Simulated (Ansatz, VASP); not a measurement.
This is a calculation of Ti for VASP 6.6.1.

The input INCAR:

```
  ALGO = Normal
  EDIFF = 1E-7
  EDIFFG = -0.01
  ENCUT = 600
  GGA = PE
  IBRION = 2
  ISIF = 3
  ISMEAR = -1
  LASPH = T
  LCHARG = F
  LREAL = F
  LWAVE = F
  NELM = 80
  NSW = 60
  PREC = Accurate
  SIGMA = 0.05
```

KPOINTS

```
k-points
0
Gamma
  11 11 11
```

File POSCAR:

```
Ti
1.0
    0.0000000000      2.0300000000      2.0300000000
    2.0300000000      0.0000000000      2.0300000000
    2.0300000000      2.0300000000      0.0000000000
Ti
1
Direct
    0.0000000000      0.0000000000      0.0000000000
```

Potentials or basis: VASP PAW PBE potentials, release 64 (Ti_sv).

Command:

```console
$ cat potpaw_PBE.64/Ti_sv/POTCAR > POTCAR
$ mpirun -np 1 vasp_std > vasp.out
```

Task: Translate it to Ansatz 0.2.0. Potentials there: Ansatz PAW.

Result: As run (the cutoff follows the program's own potentials):

input.yaml

```yaml
crystal:
  lattice:
    - [0.0, 2.03, 2.03]
    - [2.03, 0.0, 2.03]
    - [2.03, 2.03, 0.0]
  atoms:
    - { symbol: Ti, position: [0.0, 0.0, 0.0] }
hamiltonian:
  xc: pbe
  pseudopotentials: { kind: paw }
kpoints:
  mp_grid: { grid: [11, 11, 11] }
scf:
  occupations: { method: fermi_dirac, width: 0.05 }
output:
  forces: true
  stress: true
  eigenvalues: true
relax:
  f_tol: 0.01
  max_steps: 40
  cell: { stress_tol: 0.05 }
```

Potentials or basis: Ansatz PAW.

Run with:

```bash
$ ansatz run input.yaml --threads 2 --pin off --max-ram 5632MiB --backend cpu --events-out ev --progress --plain --runs-dir out
```

Both were run:

|  | VASP | Ansatz | Ansatz less VASP |
| --- | --- | --- | --- |
| gap on the k mesh at the Fermi level, each at its own relaxed structure (eV) | none | none | - |
| relaxed volume (Å³/atom) | 17.32 | 17.36 | +0.043 |
| relaxed cell length with the largest relative difference (Å) | 2.904 | 2.906 | +0.0024 |

A gap of «none» marks a metal or a gap that the smearing closes.

Noted on Ansatz's run: the plane-wave basis is chosen anew once the cell has moved, so the energies of steps on either side of that aren't comparable.
